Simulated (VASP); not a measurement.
Sc:

```
Sc
1.0
     0.00000    3.05725    3.05725
     3.05725    0.00000    3.05725
     3.05725    3.05725    0.00000
Sc
2
Direct
  0.50000 0.50000 0.50000
  0.75000 0.75000 0.75000
```

This isn't the form of Sc at room conditions, which is hcp.

| Quantity | Value |
| --- | --- |
| Program | VASP 6.6.1 |
| Task | relaxation of cell and atoms |
| Functional | PBEsol |
| Potentials or basis | VASP PAW PBE potentials, release 64 (Sc_sv) |
| Cutoff | 600 eV |
| k mesh | 16 × 16 × 16 |
| Occupations | gaussian, width 0.1 eV |
| Spin | no spin polarisation |

At the start: pressure 1.3 GPa; volume 28.58 Å³/atom.

Where does the relaxation end?

Over 4 steps the energy falls by 8.4 meV/atom and the volume is 30.66 Å³/atom (+7.3 %); space group Fd-3m (No. 227, to 0.1 Å) before and after.

Step by step:
| step | energy change (eV) | largest force (eV/Å) | pressure (GPa) | volume (Å³) |
| --- | --- | --- | --- | --- |
| 1 | 0.0000 | 0.0000 | 1.29 | 57.15 |
| 2 | -0.0120 | 0.0000 | 0.70 | 59.07 |
| 3 | -0.0167 | 0.0000 | 0.08 | 61.06 |
| 4 | -0.0168 | 0.0000 | 0.00 | 61.32 |

Final structure:
```
Sc
1.0
     0.00000    3.12989    3.12989
     3.12989    0.00000    3.12989
     3.12989    3.12989    0.00000
Sc
2
Direct
  0.50000 0.50000 0.50000
  0.75000 0.75000 0.75000
```

Caveat: the PAW data sets were made with another functional, which shifts forces and pressure a little.
